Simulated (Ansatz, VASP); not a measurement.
## Two plane-wave programs on Rh

INCAR

```
PREC = Accurate
ENCUT = 500
EDIFF = 1E-6
ISMEAR = 0
SIGMA = 0.05
LREAL = F
LASPH = T
NELM = 120
ALGO = Normal
ISIF = 2
LWAVE = F
LCHARG = T
GGA = PE
LELF = T
LVHAR = T
NBANDS = 14
GGA_COMPAT = F
```

File KPOINTS:

```
Automatic mesh
0
Gamma
  8 8 8
```

POSCAR

```
Rh
1.0
    0.0000000000      1.9167610904      1.9167610904
    1.9167610904      0.0000000000      1.9167610904
    1.9167610904      1.9167610904      0.0000000000
Rh
1
Direct
    0.0000000000      0.0000000000      0.0000000000
```

Input for Ansatz:

```yaml
crystal:
  lattice:
    - [0.0, 1.9167610904, 1.9167610904]
    - [1.9167610904, 0.0, 1.9167610904]
    - [1.9167610904, 1.9167610904, 0.0]
  atoms:
    - { symbol: Rh, position: [0.0, 0.0, 0.0] }
basis:
  ecutwfc: 600
  ecutrho_ratio: 5
kpoints:
  mp_grid: { grid: [8, 8, 8] }
hamiltonian:
  xc: pbe
scf:
  occupations: { method: gaussian, width: 0.05 }
output:
  forces: true
  stress: true
  eigenvalues: true
```

Alike in both runs: task single point; functional PBE; k mesh 8 × 8 × 8; occupations gaussian, width 0.05 eV; no spin polarisation.

```csv
,VASP,Ansatz
version,VASP 6.6.1,Ansatz 0.2.0
potentials or method,"VASP PAW PBE potentials, release 64 (Rh_pv), cutoff 500 eV","scalar-relativistic, plane waves, PAW"
valence electrons in the cell,15,17
```

|  | VASP | Ansatz | Ansatz less VASP |
| --- | --- | --- | --- |
| gap on the k mesh at the Fermi level (eV) | none | none | - |
| pressure (GPa) | 0.1 | 0.0 | -0.13 |

A gap of «none» marks a metal or a gap that the smearing closes. With one functional, cell and mesh, what is left measures potentials, basis and numerics. VASP's potentials hold 15 valence electrons a cell and Ansatz's 17, so a difference there can come from the potentials and not from the codes.
